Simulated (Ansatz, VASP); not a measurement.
# BeTe6 in VASP and in Ansatz

```
Be Te
1.0
     7.45862    0.00000    0.00000
     0.00000    7.45862    0.00000
     0.00000    0.00000    4.67543
Be Te
1 6
Direct
  0.50000 0.50000 0.00000
  0.68357 0.68357 0.67627
  0.31643 0.31643 0.67627
  0.68357 0.31643 0.32373
  0.31643 0.68357 0.32373
  0.50000 0.00000 0.00000
  0.00000 0.50000 0.00000
```

Alike in both runs: task relaxation of cell and atoms; functional PBE; k mesh 4 × 4 × 8; occupations gaussian, width 0.1 eV; no spin polarisation.

```csv
,VASP,Ansatz
version,VASP 6.6.1,Ansatz 0.2.0
potentials or method,"VASP PAW PBE potentials, release 64 (Be, Te), cutoff 600 eV","scalar-relativistic, plane waves, PAW"
valence electrons in the cell,38,98
```

```tsv
	VASP	Ansatz	Ansatz less VASP
gap on the k mesh at the Fermi level, each at its own relaxed structure (eV)	none	none	-
relaxed volume (Å³/atom)	36.29	36.35	+0.058
relaxed length of the cell vector where the two differ most in proportion (Å)	4.518	4.521	+0.0036
```

A gap of «none» marks a metal or a gap that the smearing closes. VASP's potentials hold 38 valence electrons a cell and Ansatz's 98, so a difference there can come from the potentials and not from the codes.

Spin-orbit coupling is off throughout.
